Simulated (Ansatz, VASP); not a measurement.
## Hf: VASP beside Ansatz

```
CELL_PARAMETERS angstrom
3.20451 0.00000 0.00000
-1.60225 2.77518 0.00000
0.00000 0.00000 5.07382
ATOMIC_POSITIONS crystal
Hf 0.33333 0.66667 0.25000
Hf 0.66667 0.33333 0.75000
```

Alike in both runs: task single point; functional PBE; k mesh 12 × 12 × 7; occupations fermi-dirac, width 0.1 eV; no spin polarisation.

|  | VASP | Ansatz |
| --- | --- | --- |
| version | VASP 6.6.1 | Ansatz 0.2.0 |
| potentials or method | VASP PAW PBE potentials, release 64 (Hf_pv), cutoff 520 eV | plane waves (420 eV) with PAW, scalar-relativistic |
| valence electrons in the cell | 20 | 52 |

```tsv
	VASP	Ansatz	Ansatz less VASP
pressure (GPa)	-0.5	-0.1	+0.44
traceless stress, the component that is largest in VASP (GPa)	-0.06	0.00	+0.067
```

VASP's potentials hold 20 valence electrons a cell and Ansatz's 52, so a difference there can come from the potentials and not from the codes.

Neither program's run includes spin-orbit coupling.
